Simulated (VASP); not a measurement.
# AlB2As3 in VASP: notebook

The runs below take AlB2As3 through single point, relaxation of cell and atoms, with PBE.

Everything below comes from runs of VASP 6.6.1. Logs are shortened: lines on timing, memory, paths and dates and some standing lists are left out, and cuts for length are marked.

**1. The cell of the first run**

Symmetry: I-4m2, No. 119, tetragonal system. The conventional cell has a = 3.583 Å, b = 3.583 Å, c = 15.747 Å, α = 90.00°, β = 90.00°, γ = 90.00°. Al (site symmetry -4m2) has 4 As at 2.40 Å within 3.2 Å. B (site symmetry 2mm) has 4 As at 2.14 Å within 2.8 Å. As (site symmetry 2mm) has 2 B at 2.14 Å and 2 Al at 2.40 Å within 2.8 Å. As (site symmetry -4m2) has 4 B at 2.14 Å within 2.8 Å.

**2. Single point, PBE**

The input, INCAR:

```
SYSTEM = AlB2As3
ALGO = Normal ; EDIFF = 1E-6
ENCUT = 520 ; GGA = PE
ISIF = 2 ; ISMEAR = 0
LASPH = .TRUE. ; LCHARG = .TRUE.
LELF = .TRUE. ; LREAL = .FALSE.
LVHAR = .TRUE. ; LWAVE = .FALSE.
NBANDS = 21 ; NELM = 100
PREC = Accurate ; SIGMA = 0.1
```

The input, KPOINTS:

```
k-points
0
G
  6 6 6
  0 0 0
```

The input, POSCAR:

```
AlB2As3
1.0
   -1.7915211060      1.7915211060      7.8733944359
    1.7915211060     -1.7915211060      7.8733944359
    1.7915211060      1.7915211060     -7.8733944359
Al B As
1 2 3
Direct
    0.0000000000      0.0000000000      0.0000000000
    0.6754053308      0.6754053308      0.0000000000
    0.3245946692      0.3245946692      0.0000000000
    0.8983840348      0.3983840348      0.5000000000
    0.2500000000      0.7500000000      0.5000000000
    0.6016159652      0.1016159652      0.5000000000
```

Potentials or basis: VASP PAW PBE potentials, release 64 (Al, B, As).

The run is started by

```
$ cat potpaw_PBE.64/Al/POTCAR potpaw_PBE.64/B/POTCAR potpaw_PBE.64/As/POTCAR > POTCAR
$ mpirun -np 1 vasp_std > vasp.out
```

OUTCAR:

```text
SYSTEM = AlB2As3
   EDIFF = 1E-6
   ENCUT = 520
   GGA = PE
   ISIF = 2
   ISMEAR = 0
   LASPH = .TRUE.
   LREAL = .FALSE.
   NELM = 100
   PREC = Accurate

 ion  position               nearest neighbor table
   1  0.000  0.000  0.000-   4 2.40   6 2.40   6 2.40   4 2.40
   2  0.675  0.675  0.000-   6 2.14   6 2.14   5 2.14   5 2.14
   3  0.325  0.325  0.000-   4 2.14   4 2.14   5 2.14   5 2.14
   4  0.898  0.398  0.500-   3 2.14   3 2.14   1 2.40   1 2.40
   5  0.250  0.750  0.500-   2 2.14   3 2.14   3 2.14   2 2.14
   6  0.602  0.102  0.500-   2 2.14   2 2.14   1 2.40   1 2.40

  LATTYP: Found a body centered tetragonal cell.
 ALAT       =     3.5830422120
 C/A-ratio  =     4.3948097567

  Lattice vectors:

 A1 = (  -1.7915211060,   1.7915211060,   7.8733944359)
 A2 = (   1.7915211060,  -1.7915211060,   7.8733944359)
 A3 = (   1.7915211060,   1.7915211060,  -7.8733944359)

Analysis of symmetry for initial positions (statically):
=====================================================================
 Subroutine PRICEL returns:
 Original cell was already a primitive cell.

 Routine SETGRP: Setting up the symmetry group for a
 body centered tetragonal supercell.

 Subroutine GETGRP returns: Found  8 space group operations
 (whereof  8 operations were pure point group operations)
 out of a pool of 16 trial point group operations.

The static configuration has the point symmetry D_2d.

Analysis of symmetry for dynamics (positions and initial velocities):
=====================================================================
 Subroutine PRICEL returns:
 Original cell was already a primitive cell.

 Routine SETGRP: Setting up the symmetry group for a
 body centered tetragonal supercell.

 Subroutine GETGRP returns: Found  8 space group operations
 (whereof  8 operations were pure point group operations)
 out of a pool of 16 trial point group operations.

The dynamic configuration has the point symmetry D_2d.

 Subroutine INISYM returns: Found  8 space group operations
 (whereof  8 operations are pure point group operations),
 and found     1 'primitive' translations

----------------------------------------------------------------------------------------

                                     Primitive cell

  volume of cell :     101.0801

  direct lattice vectors                    reciprocal lattice vectors
    -1.791521106  1.791521106  7.873394436     0.000000000  0.279092442  0.063505011
     1.791521106 -1.791521106  7.873394436     0.279092442  0.000000000  0.063505011
     1.791521106  1.791521106 -7.873394436     0.279092442  0.279092442  0.000000000

  length of vectors
     8.270999679  8.270999679  8.270999679     0.286226270  0.286226270  0.394696316

  position of ions in fractional coordinates (direct lattice)
     0.000000000  0.000000000  0.000000000
     0.675405331  0.675405331  0.000000000
     0.324594669  0.324594669  0.000000000
     0.898384035  0.398384035  0.500000000
     0.250000000  0.750000000  0.500000000
     0.601615965  0.101615965  0.500000000

  ion indices of the primitive-cell ions
   primitive index   ion index
                 1           1
                 2           2
                 3           3
                 4           4
                 5           5
                 6           6

----------------------------------------------------------------------------------------

 KPOINTS: k-points

Automatic generation of k-mesh.
 Grid dimensions read from file:
 generate k-points for:    6    6    6

 Generating k-lattice:

  Cartesian coordinates                     Fractional coordinates (reciprocal lattice)
     0.000000000  0.046515407  0.010584168     0.166666667  0.000000000 -0.000000000
     0.046515407  0.000000000  0.010584168     0.000000000  0.166666667 -0.000000000
     0.046515407  0.046515407  0.000000000     0.000000000  0.000000000  0.166666667

  Length of vectors
     0.047704378  0.047704378  0.065782719

  Shift w.r.t. Gamma in fractional coordinates (k-lattice)
     0.000000000  0.000000000  0.000000000

 Subroutine IBZKPT returns following result:
 ===========================================

 Found     30 irreducible k-points:

 Following reciprocal coordinates:
            Coordinates               Weight
  0.000000  0.000000  0.000000      1.000000
  0.166667  0.000000 -0.000000      8.000000
  0.333333  0.000000 -0.000000      8.000000
  0.500000  0.000000 -0.000000      4.000000
  0.166667  0.166667 -0.000000      8.000000
  0.333333  0.166667  0.000000     16.000000
[... 16 lines left out ...]
 -0.333333 -0.333333  0.166667      8.000000
 -0.166667 -0.333333  0.166667      8.000000
 [... further k-points ...]
   k-points           NKPTS =     30   k-points in BZ     NKDIM =     30   number of bands    NBANDS=     21
   number of dos      NEDOS =    301   number of ions     NIONS =      6
   total plane-waves  NPLWV = 262144
   dimension x,y,z NGX =    64 NGY =   64 NGZ =   64
   dimension x,y,z NGXF=   128 NGYF=  128 NGZF=  128
   ions per type =               1   2   3
   NGX,Y,Z   is equivalent  to a cutoff of  12.86, 12.86, 12.86 a.u.
   NGXF,Y,Z  is equivalent  to a cutoff of  25.73, 25.73, 25.73 a.u.
 SYSTEM =  AlB2As3
   PREC   = accura    normal or accurate (medium, high low for compatibility)
   ISTART =      0    job   : 0-new  1-cont  2-samecut
   ICHARG =      2    charge: 1-file 2-atom 10-const
   ISPIN  =      1    spin polarized calculation?
   LNONCOLLINEAR =      F non collinear calculations
   LSORBIT =      F    spin-orbit coupling
   LASPH  =      T    aspherical Exc in radial PAW
   ENCUT  =  520.0 eV  38.22 Ry    6.18 a.u.  15.38 15.38 15.38*2*pi/ulx,y,z
   NELM   =    100;   NELMIN=  2; NELMDL= -5     # of ELM steps
   EDIFF  = 0.1E-05   stopping-criterion for ELM
   LREAL  =      F    real-space projection
   EDIFFG = 0.1E-04   stopping-criterion for IOM
   NSW    =      0    number of steps for IOM
   IBRION =     -1    ionic relax: 0-MD 1-quasi-New 2-CG
   NFREE  =      0    steps in history (QN), initial steepest desc. (CG)
   ISIF   =      2    stress and relaxation
   ISYM   =      2    0-nonsym 1-usesym 2-fastsym
   POTIM  = 0.5000    time-step for ionic-motion
   TEBEG  =    0.0;   TEEND  =   0.0 temperature during run
   PSTRESS=    0.0 pullay stress
   NELECT =      24.0000    total number of electrons
   NUPDOWN=      -1.0000    fix difference up-down
   EMIN   =  10.00;   EMAX   =-10.00  energy-range for DOS
   EFERMI =   0.00;   METHOD = LEGACY
   ISMEAR =     0;   SIGMA  =   0.10  broadening in eV -4-tet -1-fermi 0-gaus
   EFERMI_NEDOS =   21; number of points for ismear=-14 and -15
   IALGO  =     38    algorithm
   IMIX   =      4    mixing-type and parameters
     AMIX     =   0.40;   BMIX     =  1.00
     AMIX_MAG =   1.60;   BMIX_MAG =  1.00
  volume/ion in A,a.u.               =      16.85       113.69
  Fermi-wavevector in a.u.,A,eV,Ry     =   1.013732  1.915676 13.982071  1.027653
  Thomas-Fermi vector in A             =   2.146918
   LORBIT       =      0    0 simple, 1 ext, 2 COOP (PROOUT), +10 PAW based schemes
   GGA     = PE    functional components
   LHFCALC =     F    Hartree Fock is set to
   AEXX    =    0.0000 exact exchange contribution
   IVDW    =     0    specifies the selected vdW correction
   LEPSILON=     F    determine dielectric tensor
   LRPA    =     F    only Hartree local field effects (RPA)
 non-spin polarized calculation
 Gauss-broadening in eV      SIGMA  =   0.10
  energy-cutoff  :      520.00
  volume of cell :      101.08
 maximum number of plane-waves:      2741
 NGX is ok and might be reduce to    64
   NGX = 31   NGY = 31   NGZ = 31

 number of electron      23.9999999 magnetization

 Free energy of the ion-electron system (eV)
  ---------------------------------------------------
  ext. energy  EPLUGINS =         0.00000000
  ---------------------------------------------------
  free energy    TOTEN  =       -31.13438155 eV

  energy without entropy =      -31.13438148  energy(sigma->0) =      -31.13438151

 E-fermi :   5.8902     XC(G=0):  -9.8928

 val. band max:        5.5789507970   @ k =   0.0000   0.0000   0.0000
 cond. band min:       6.2044551240   @ k =   0.5000   0.5000   0.5000
 fundamental gap:      0.6255043270
 Fermi energy:         5.8901726435

 k-point     1 :       0.0000    0.0000    0.0000
  band No.  band energies     occupation
      1      -8.9411      2.00000
      2      -7.2033      2.00000
      3      -6.4149      2.00000
      4      -0.5904      2.00000
      5      -0.2496      2.00000
      6       1.6273      2.00000
[... 13 lines left out ...]
     20       9.2806      0.00000
     21      12.9607      0.00000

 k-point     2 :       0.1667    0.0000   -0.0000
  band No.  band energies     occupation
      1      -8.6755      2.00000
      2      -7.0727      2.00000
      3      -6.2042      2.00000
      4      -1.2288      2.00000
      5      -0.4939      2.00000
      6       1.2700      2.00000
[... 13 lines left out ...]
     20      10.7099      0.00000
     21      11.6091      0.00000

 k-point     3 :       0.3333    0.0000   -0.0000
  band No.  band energies     occupation
      1      -7.9195      2.00000
      2      -6.7190      2.00000
      3      -6.0140      2.00000
      4      -2.1771      2.00000
      5      -1.6035      2.00000
      6       0.5555      2.00000
[... 13 lines left out ...]
     20      11.3690      0.00000
     21      11.6307      0.00000

 k-point     4 :       0.5000    0.0000   -0.0000
  band No.  band energies     occupation
      1      -6.9964      2.00000
      2      -6.7521      2.00000
      3      -6.3050      2.00000
      4      -2.4283      2.00000
      5      -1.8485      2.00000
      6      -0.7568      2.00000
[... 13 lines left out ...]
     20      11.1455      0.00000
     21      11.3256      0.00000

 k-point     5 :       0.1667    0.1667   -0.0000
  band No.  band energies     occupation
      1      -8.3970      2.00000
      2      -7.0062      2.00000
      3      -5.9229      2.00000
      4      -1.5175      2.00000
      5      -0.4892      2.00000
      6       0.8540      2.00000
[... 13 lines left out ...]
     20      10.9105      0.00000
     21      11.1595      0.00000

 k-point     6 :       0.3333    0.1667    0.0000
  band No.  band energies     occupation
      1      -7.6427      2.00000
      2      -6.6144      2.00000
      3      -5.7806      2.00000
      4      -2.0536      2.00000
      5      -1.3399      2.00000
      6       0.2114      2.00000
[... 13 lines left out ...]
     20      11.0441      0.00000
     21      11.5788      0.00000

 k-point     7 :       0.5000    0.1667   -0.0000
  band No.  band energies     occupation
      1      -6.7702      2.00000
      2      -6.5166      2.00000
      3      -6.1122      2.00000
      4      -2.2764      2.00000
      5      -1.8498      2.00000
      6      -0.6182      2.00000
[... 13 lines left out ...]
     20      11.2946      0.00000
     21      11.6969      0.00000
[... 291 lines left out ...]
      1      -6.8965      2.00000
      2      -6.2132      2.00000
      3      -5.4827      2.00000
      4      -2.3165      2.00000
      5      -1.3137      2.00000
      6      -0.2478      2.00000
[... 13 lines left out ...]
     20      10.3187      0.00000
     21      12.5255      0.00000

 k-point    21 :      -0.3333    0.5000    0.1667
  band No.  band energies     occupation
      1      -7.5840      2.00000
      2      -6.7749      2.00000
      3      -5.6811      2.00000
      4      -1.9880      2.00000
      5      -1.0406      2.00000
      6      -0.2102      2.00000
[... 13 lines left out ...]
     20      11.0904      0.00000
     21      11.5513      0.00000

 k-point    22 :      -0.1667    0.5000    0.1667
  band No.  band energies     occupation
      1      -7.8560      2.00000
      2      -6.9290      2.00000
      3      -5.8690      2.00000
      4      -2.0386      2.00000
      5      -1.3245      2.00000
      6      -0.0875      2.00000
[... 13 lines left out ...]
     20      11.8094      0.00000
     21      12.3155      0.00000

 k-point    23 :      -0.3333   -0.3333    0.1667
  band No.  band energies     occupation
      1      -8.3232      2.00000
      2      -7.2811      2.00000
      3      -5.6165      2.00000
      4      -1.8766      2.00000
      5       0.0082      2.00000
      6       0.7822      2.00000
[... 13 lines left out ...]
     20      10.9167      0.00000
     21      11.1620      0.00000

 k-point    24 :      -0.1667   -0.3333    0.1667
  band No.  band energies     occupation
      1      -8.6157      2.00000
      2      -7.3695      2.00000
      3      -5.8563      2.00000
      4      -1.7259      2.00000
      5      -0.0095      2.00000
      6       0.9882      2.00000
[... 13 lines left out ...]
     20      10.4614      0.00000
     21      11.5538      0.00000

 [... further k-points ...]
[... 5 lines left out ...]
  --------------------------------------------------------------------------------------
  -------------------------------------------------------------------------------------
  Total        0.1772484      0.1772484      0.2790482      0.0000000      0.0000000      0.0000000
  in kB        2.8094877      2.8094877      4.4230708      0.0000000      0.0000000      0.0000000
  external PRESSURE =       3.3473487 kB  Pullay stress =       0.0000000 kB

 VOLUME and BASIS-vectors are now :
 -----------------------------------------------------------------------------
  energy-cutoff  :      520.00
  volume of cell :      101.08
      direct lattice vectors                 reciprocal lattice vectors
    -1.791521106  1.791521106  7.873394436     0.000000000  0.279092442  0.063505011
     1.791521106 -1.791521106  7.873394436     0.279092442  0.000000000  0.063505011
     1.791521106  1.791521106 -7.873394436     0.279092442  0.279092442  0.000000000

 POSITION                                       TOTAL-FORCE (eV/Angst)
 -----------------------------------------------------------------------------------
      0.00000      0.00000      0.00000        -0.000000      0.000000     -0.000000
      0.00000      0.00000     10.63547         0.000000     -0.000000      0.042789
      0.00000      0.00000      5.11132         0.000000     -0.000000     -0.042789
      0.00000      1.79152      6.27327        -0.000000      0.000000     -0.025388
      1.79152      0.00000      3.93670        -0.000000      0.000000     -0.000000
      0.00000      1.79152      1.60013        -0.000000      0.000000      0.025388
 -----------------------------------------------------------------------------------
    total drift:                               -0.000000      0.000000      0.000000

  FREE ENERGIE OF THE ION-ELECTRON SYSTEM (eV)
  ---------------------------------------------------
  free  energy   TOTEN  =       -31.1343815465 eV

  energy  without entropy=      -31.1343814806  energy(sigma->0) =      -31.13438151
```

Wall time 6.3 min (1 thread of AMD EPYC 7R13, shared host); peak memory 0.54 GiB.

What came out:

```
Free energy            : -31.1344 eV
Pressure               : 0.3 GPa
Largest force          : 0.043 eV/Å
Band gap on the k mesh : 0.63 eV (least direct gap 0.68 eV)
```

Forces on the atoms (eV/Å):
```
Al   0.000  0.000  0.000
B    0.000  0.000  0.043
B    0.000  0.000 -0.043
As   0.000  0.000 -0.025
As   0.000  0.000  0.000
As   0.000  0.000  0.025
```

Caveat: semilocal functionals underestimate gaps, and a narrow one can read as zero.

**3. Single point, PBE**

This run uses another cell than the first one, of 17.11 Å³/atom.

The input, INCAR:

```
PREC     = Accurate       # precision mode
ENCUT    = 520            # plane-wave cutoff, eV
EDIFF    = 1E-6           # SCF threshold, eV
ISMEAR   = 0              # smearing method
SIGMA    = 0.1            # smearing width, eV
LREAL    = False          # projectors in reciprocal space
LASPH    = True           # aspherical terms in the spheres
NELM     = 80             # most SCF steps
ALGO     = Normal         # electronic algorithm
ISIF     = 2              # what is computed and relaxed
LWAVE    = False          # write WAVECAR
LCHARG   = True           # write CHGCAR
GGA      = PE             # functional
LELF     = True           # ELF
LVHAR    = True         
NBANDS   = 21             # bands
```

The input, KPOINTS:

```
Automatic mesh
0
Gamma
  6 6 6
```

The input, POSCAR:

```
AlB2As3
1.0
   -1.8221210300      1.8221210300      7.7306048000
    1.8221210300     -1.8221210300      7.7306048000
    1.8221210300      1.8221210300     -7.7306048000
Al B As
1 2 3
Direct
    0.0000000000      0.0000000000      0.0000000000
    0.6666666700      0.6666666700      0.0000000000
    0.3333333300      0.3333333300      0.0000000000
    0.9166666700      0.4166666700      0.5000000000
    0.2500000000      0.7500000000      0.5000000000
    0.5833333300      0.0833333300      0.5000000000
```

Potentials or basis: VASP PAW PBE potentials, release 64 (Al, B, As).

The run is started by

```
$ cat potpaw_PBE.64/Al/POTCAR potpaw_PBE.64/B/POTCAR potpaw_PBE.64/As/POTCAR > POTCAR
$ mpirun -np 1 vasp_std > vasp.out
```

It took 6.9 min on 1 thread of AMD EPYC 7R13, shared host; peak memory 0.54 GiB.

Results (log left out):

```
Free energy            : -29.8933 eV
Pressure               : 3.2 GPa
Largest force          : 4.215 eV/Å
Band gap on the k mesh : 1.18 eV (least direct gap 1.21 eV)
```

Forces in eV/Å, atoms in the order of the input:
```
Al   0.000  0.000  0.000
B    0.000  0.000  0.304
B    0.000  0.000 -0.304
As   0.000  0.000 -4.215
As   0.000  0.000  0.000
As   0.000  0.000  4.215
```

Stress tensor (GPa, compression positive):
```
3.59 0.00 0.00
0.00 3.59 0.00
0.00 0.00 2.28
```

Levels at points of the mesh, in eV from the valence-band top:
| k point | band 10 | band 11 | band 12 | band 13 | band 14 | band 15 |
| --- | --- | --- | --- | --- | --- | --- |
| (0.00, 0.00, 0.00) | -0.31 | 0.00 | 0.00 | 1.21 | 1.47 | 2.39 |
| (0.50, 0.00, 0.00) | -1.52 | -1.45 | -1.22 | 1.60 | 2.73 | 3.63 |
| (0.50, 0.50, 0.00) | -3.90 | -3.24 | -3.22 | 1.18 | 1.36 | 3.08 |
| (0.50, 0.50, 0.50) | -1.59 | -1.04 | -1.04 | 1.29 | 1.55 | 2.09 |

Caveat: the cell stands under pressure; forces of over 1 eV/Å act on the atoms, so gaps and moduli don't describe the material at rest. A k mesh can miss the band edges.

(Continued in part 2 of 2.)
